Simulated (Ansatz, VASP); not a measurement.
# One calculation of HfO2, two programs

```xyz
3
Lattice="0.0000 2.3337 2.5575 2.7813 0.0000 2.5575 2.7813 2.3337 0.0000" Properties=species:S:1:pos:R:3 pbc="T T T"
Hf    0.0000    0.0000    0.0000
O     1.3906    1.1669    1.2788
O     4.1719    3.5006    3.8363
```

Change from the starting cell: strain +0.0875 x Voigt [1, -1, 0, 0, 0, 0], atoms carried along.

Alike in both runs: task single point; functional PBEsol; k mesh 8 × 8 × 8; occupations gaussian, width 0.05 eV; no spin polarisation.

|  | VASP | Ansatz |
| --- | --- | --- |
| version | VASP 6.6.1 | Ansatz 0.2.0 |
| potentials or method | VASP PAW PBE potentials, release 64 (Hf_pv, O), cutoff 520 eV | scalar-relativistic, plane waves, PAW |
| valence electrons in the cell | 22 | 38 |

|  | VASP | Ansatz | Ansatz less VASP |
| --- | --- | --- | --- |
| gap on the k mesh at the Fermi level (eV) | 1.18 | 1.19 | +0.011 |
| least direct gap on the mesh (eV) | 1.61 | 1.62 | +0.013 |
| pressure (GPa) | -10.7 | -7.4 | +3.28 |
| traceless stress, the component that is largest in VASP (GPa) | 41.23 | 40.61 | -0.614 |

VASP's potentials were made for PBE, not for PBEsol. VASP's potentials hold 22 valence electrons a cell and Ansatz's 38, so a difference there can come from the potentials and not from the codes.

Spin-orbit coupling is off throughout.
